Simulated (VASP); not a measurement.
Here is a VASP 6.6.1 calculation.

The input INCAR:

```
SYSTEM = Sn
PREC = Accurate
ENCUT = 500
EDIFF = 1E-6
ISMEAR = -1
SIGMA = 0.05
LREAL = .FALSE.
LASPH = .TRUE.
NELM = 120
ALGO = Normal
ISIF = 2
LWAVE = .FALSE.
LCHARG = .TRUE.
GGA = PS
LELF = .TRUE.
LVHAR = .TRUE.
NBANDS = 13
GGA_COMPAT = .FALSE.
```

KPOINTS

```
regular mesh
0
G
  10 10 10
  0 0 0
```

The input POSCAR:

```
Sn
1.0
   -2.0497908469      2.0497908469      1.6275447898
    2.0497908469     -2.0497908469      1.6275447898
    2.0497908469      2.0497908469     -1.6275447898
Sn
1
Direct
    0.0000000000      0.0000000000      0.0000000000
```

Potentials or basis: VASP PAW PBE potentials, release 64 (Sn_d).

The run is started by

```console
$ cat potpaw_PBE.64/Sn_d/POTCAR > POTCAR
$ mpirun -np 1 vasp_std > vasp.out
```

Problem. Estimate the band gap on the k mesh.

Solution. Zero (bands 7 and 8 overlap by 8.46 eV).

Problem. Estimate the pressure.

Solution. -1.6 GPa.

Stress tensor (GPa, compression positive):
```
-2.77  0.00  0.00
 0.00 -2.77  0.00
 0.00  0.00  0.63
```

Caveat: the PAW data sets were made with another functional, which shifts forces and pressure a little; spin-orbit coupling is left out, which moves the levels of the heavy elements.
